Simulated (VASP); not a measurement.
# H2CF2 (Fmm2) in VASP: notebook, part 2 of 2

VASP 6.6.1. The steps go on from the part before.

### Step 5. Single point, PBE+D4

The input, INCAR:

```
SYSTEM = H2CF2
PREC     = Accurate       ! precision mode
ENCUT    = 520            ! plane-wave cutoff, eV
EDIFF    = 1E-6           ! SCF threshold, eV
ISMEAR   = -1             ! smearing method
SIGMA    = 0.1            ! smearing width, eV
LREAL    = .False.        ! projectors in reciprocal space
LASPH    = .True.         ! aspherical terms in the spheres
NELM     = 100            ! most SCF steps
ALGO     = Normal         ! electronic algorithm
ISIF     = 2              ! what is computed and relaxed
LWAVE    = .False.        ! write WAVECAR
LCHARG   = .False.        ! write CHGCAR
GGA      = PE             ! functional
IVDW     = 13             ! dispersion correction
ISYM     = 0            
NBANDS   = 18             ! bands
```

The input, KPOINTS:

```
Automatic mesh
0
Gamma
  7 7 7
  0 0 0
```

The input, POSCAR:

```
H2CF2
1.0
   -2.6338910000      0.0000000000      1.7095730000
    2.6338910000      0.0000000000      1.7095730000
    0.0000000000      4.7089340000      1.7095730000
F C H
2 1 2
Direct
    0.1069500000      0.1069500000      0.2720000000
    0.3789500000      0.3789500000      0.7280000000
    0.9962500000      0.9962500000      0.0000000000
    0.7606700000      0.9863300000      0.0000000000
    0.9863300000      0.7606700000      0.0000000000
```

Potentials or basis: VASP PAW PBE potentials, release 64 (F, C, H).

Launch:

```bash
> cat potpaw_PBE.64/F/POTCAR potpaw_PBE.64/C/POTCAR potpaw_PBE.64/H/POTCAR > POTCAR
> mpirun -np 1 vasp_std > vasp.out
```

OUTCAR:

```text
SYSTEM = H2CF2
   PREC = Accurate
   ENCUT = 520
   EDIFF = 1E-6
   ISMEAR = -1
   LREAL = .False.
   LASPH = .True.
   NELM = 100
   ISIF = 2
   GGA = PE
   IVDW = 13
   ISYM = 0

 ion  position               nearest neighbor table
   1  0.107  0.107  0.272-   3 1.53
   2  0.379  0.379  0.728-   3 1.53
   3  0.996  0.996  0.000-   4 0.73   5 0.73   1 1.53   2 1.53
   4  0.761  0.986  0.000-   3 0.73
   5  0.986  0.761  0.000-   3 0.73

 -----------------------------------------------------------------------------
|                                                                             |
|           W    W    AA    RRRRR   N    N  II  N    N   GGGG   !!!           |
|           W    W   A  A   R    R  NN   N  II  NN   N  G    G  !!!           |
|           W    W  A    A  R    R  N N  N  II  N N  N  G       !!!           |
|           W WW W  AAAAAA  RRRRR   N  N N  II  N  N N  G  GGG   !            |
|           WW  WW  A    A  R   R   N   NN  II  N   NN  G    G                |
|           W    W  A    A  R    R  N    N  II  N    N   GGGG   !!!           |
|                                                                             |
|     The distance between some ions is very small. Please check the          |
|     nearest-neighbor list in the OUTCAR file.                               |
|     I HOPE YOU KNOW WHAT YOU ARE DOING!                                     |
|                                                                             |
 -----------------------------------------------------------------------------

IMPORTANT INFORMATION: All symmetrisations will be switched off!
NOSYMM: (Re-)initialisation of all symmetry stuff for point group C_1.

----------------------------------------------------------------------------------------

                                     Primitive cell

  volume of cell :      42.4070

  direct lattice vectors                    reciprocal lattice vectors
    -2.633891000  0.000000000  1.709573000    -0.189833216 -0.106181144  0.292470693
     2.633891000  0.000000000  1.709573000     0.189833216 -0.106181144  0.292470693
     0.000000000  4.708934000  1.709573000     0.000000000  0.212362288  0.000000000

  length of vectors
     3.140067140  3.140067140  5.009660593     0.364486202  0.364486202  0.212362288

[... 115 lines left out ...]
   LEPSILON=     F    determine dielectric tensor
   LRPA    =     F    only Hartree local field effects (RPA)
 non-spin polarized calculation
  energy-cutoff  :      520.00
  volume of cell :       42.41
 maximum number of plane-waves:      1162
   NGX = 11   NGY = 11   NGZ = 19

 number of electron      20.0000001 magnetization

 Free energy of the ion-electron system (eV)
  ---------------------------------------------------
  ext. energy  EPLUGINS =         0.00000000
  ---------------------------------------------------
  free energy    TOTEN  =       -13.67903493 eV

  energy without entropy =      -13.67903493  energy(sigma->0) =      -13.67903493

 E-fermi :  -1.2371     XC(G=0):  -8.6732

 val. band max:       -3.5603488639   @ k =  -0.4286   0.4286   0.4286
 cond. band min:       3.2937759858   @ k =   0.0000   0.0000   0.4286
 fundamental gap:      6.8541248497
 Fermi energy:        -1.2371355846

 k-point     1 :       0.0000    0.0000    0.0000
  band No.  band energies     occupation
      1     -24.9977      2.00000
      2     -23.9831      2.00000
      3     -15.5802      2.00000
      4      -8.4785      2.00000
      5      -7.9210      2.00000
      6      -7.0678      2.00000
[... 481 lines left out ...]
      5      -7.9683      2.00000
      6      -7.3931      2.00000
[... 10 lines left out ...]
     17      14.7333      0.00000
     18      17.0401      0.00000

 [... further k-points ...]

------------------------ aborting loop because EDIFF is reached ----------------------------------------

  DFT-D4 for vdW energy calculation

  Edisp (eV):   -0.27031

  FORCE on cell =-STRESS in cart. coord.  units (eV):
  Direction    XX          YY          ZZ          XY          YZ          ZX
  --------------------------------------------------------------------------------------
  -------------------------------------------------------------------------------------
  Total      40.92372    -8.38692    16.15128    -0.00000    -0.00023     0.00000
  in kB    1546.13575  -316.86537   610.21017    -0.00000    -0.00872     0.00000
  external pressure =      613.16 kB  Pullay stress =        0.00 kB

 VOLUME and BASIS-vectors are now :
 -----------------------------------------------------------------------------
  energy-cutoff  :      520.00
  volume of cell :       42.41
      direct lattice vectors                 reciprocal lattice vectors
    -2.633891000  0.000000000  1.709573000    -0.189833216 -0.106181144  0.292470693
     2.633891000  0.000000000  1.709573000     0.189833216 -0.106181144  0.292470693
     0.000000000  4.708934000  1.709573000     0.000000000  0.212362288  0.000000000

 POSITION                                       TOTAL-FORCE (eV/Angst)
 -----------------------------------------------------------------------------------
      0.00000      1.28083      0.83068         0.000000     -3.401498     -1.579493
      0.00000      3.42810      2.54025         0.000000      3.401416     -1.579205
      0.00000      0.00000      3.40632        -0.000000     -0.000049     45.686192
      0.59436      0.00000      2.98662        33.335268      0.000065    -21.263746
     -0.59436      0.00000      2.98662       -33.335268      0.000065    -21.263746
 -----------------------------------------------------------------------------------
    total drift:                                0.000000      0.000110     -0.000641

  FREE ENERGIE OF THE ION-ELECTRON SYSTEM (eV)
  ---------------------------------------------------
  free  energy   TOTEN  =       -13.9493487001 eV

  energy  without entropy=      -13.9493487001  energy(sigma->0) =      -13.94934870
```

OSZICAR:

```text
N       E                     dE             d eps       ncg     rms          rms(c)
DAV:   1     0.927673466292E+02    0.92767E+02   -0.11483E+04  6200   0.105E+03
DAV:   2    -0.136879869831E+02   -0.10646E+03   -0.10395E+03  7714   0.247E+02
DAV:   3    -0.175149834289E+02   -0.38270E+01   -0.38045E+01  7036   0.462E+01
DAV:   4    -0.175385707816E+02   -0.23587E-01   -0.23585E-01  6946   0.422E+00
DAV:   5    -0.175387285871E+02   -0.15781E-03   -0.15780E-03  6908   0.322E-01    0.138E+01
DAV:   6    -0.144492248158E+02    0.30895E+01   -0.17225E+00  6418   0.121E+01    0.722E+00
DAV:   7    -0.137061805354E+02    0.74304E+00   -0.17685E+00  6554   0.104E+01    0.252E+00
DAV:   8    -0.136790125476E+02    0.27168E-01   -0.71226E-02  7024   0.262E+00    0.106E+00
DAV:   9    -0.136785172480E+02    0.49530E-03   -0.16259E-02  6304   0.108E+00    0.160E-01
DAV:  10    -0.136789936454E+02   -0.47640E-03   -0.96921E-04  6540   0.271E-01    0.643E-02
DAV:  11    -0.136790169620E+02   -0.23317E-04   -0.77768E-05  7070   0.772E-02    0.243E-02
DAV:  12    -0.136790348085E+02   -0.17847E-04   -0.28392E-05  6362   0.459E-02    0.581E-03
DAV:  13    -0.136790349278E+02   -0.11923E-06   -0.16848E-06  6016   0.118E-02
   1 F= -.13949349E+02 E0= -.13949349E+02  d E =-.612096E-10
```

stdout:

```text
POSCAR found type information on POSCAR F C H
 POSCAR found :  3 types and       5 ions
 scaLAPACK will be used
 LDA part: xc-table for (Slater+PW92), standard interpolation
 -----------------------------------------------------------------------------
|                                                                             |
|           W    W    AA    RRRRR   N    N  II  N    N   GGGG   !!!           |
|           W    W   A  A   R    R  NN   N  II  NN   N  G    G  !!!           |
|           W    W  A    A  R    R  N N  N  II  N N  N  G       !!!           |
|           W WW W  AAAAAA  RRRRR   N  N N  II  N  N N  G  GGG   !            |
|           WW  WW  A    A  R   R   N   NN  II  N   NN  G    G                |
|           W    W  A    A  R    R  N    N  II  N    N   GGGG   !!!           |
|                                                                             |
|     The distance between some ions is very small. Please check the          |
|     nearest-neighbor list in the OUTCAR file.                               |
|     I HOPE YOU KNOW WHAT YOU ARE DOING!                                     |
|                                                                             |
 -----------------------------------------------------------------------------

 POSCAR, INCAR and KPOINTS ok, starting setup
 FFT: planning ... GRIDC
 FFT: planning ... GRID_SOFT
 FFT: planning ... GRID
 WAVECAR not read
 entering main loop
```

Wall time 34 s (1 thread of Intel Xeon 6975P-C (Granite Rapids), shared host); peak memory 0.24 GiB.

Results:

```yaml
Free_energy: -13.9493 eV
Pressure: 61.3 GPa
Largest_force: 45.686 eV/Å
Band_gap_on_the_k_mesh: 6.85 eV (least direct gap 7.02 eV)
Dispersion_energy_per_atom: -0.054 eV
```

Forces on the atoms (eV/Å):
```
F     0.000  -3.401  -1.579
F     0.000   3.401  -1.579
C     0.000   0.000  45.686
H    33.335   0.000 -21.264
H   -33.335   0.000 -21.264
```

Stress tensor (GPa, compression positive):
```
154.61   0.00   0.00
  0.00 -31.69   0.00
  0.00   0.00  61.02
```

Levels at points of the mesh, in eV from the valence-band top:
```csv
k point,band 6,band 7,band 8,band 9,band 10,band 11,band 12,band 13,band 14,band 15
"(0.00, 0.00, 0.00)",-3.51,-0.99,-0.42,-0.40,-0.18,7.34,7.72,11.42,15.44,16.38
```

Caveat: atoms lie so close that the PAW spheres overlap strongly, which falsifies energies and pressures; the cell stands under pressure; an odd mesh through Γ misses points on the zone boundary, where band edges can lie; forces of over 1 eV/Å act on the atoms, so gaps and moduli don't describe the material at rest.

### Step 6. Summary

| level | k mesh | gap on the mesh (eV) | pressure (GPa) | largest force (eV/Å) |
| --- | --- | --- | --- | --- |
| PBE | 7 × 7 × 7 | 6.85 | 62.2 | 45.71 |
| PBE | 7 × 7 × 7, shifted | 6.90 | 62.2 | 45.71 |
| PBE+D4 | 7 × 7 × 7 | 6.85 | 61.3 | 45.69 |

Alike in all rows: task single point; potentials or basis VASP PAW PBE potentials, release 64 (F, C, H); no spin polarisation; cell as given; cutoff (eV) 520; smearing fermi-dirac 0.1 eV.

The pressure there spans 61.3 GPa (PBE+D4) to 62.2 GPa (PBE); a positive pressure means that this level wants a larger cell, a negative one a smaller.

Caveats: atoms lie so close that the PAW spheres overlap strongly, which falsifies energies and pressures; the cell stands under pressure; forces of over 1 eV/Å act on the atoms, so gaps and moduli don't describe the material at rest; this functional lacks dispersion, which holds the molecules together, so the pressure and a relaxed volume are unreliable (at least some runs); an odd mesh through Γ misses points on the zone boundary, where band edges can lie (at least some runs); a shifted mesh leaves out Γ, where band edges can lie (at least some runs).

Total energies depend on the potentials used, so only differences within one code and one set of settings carry meaning.
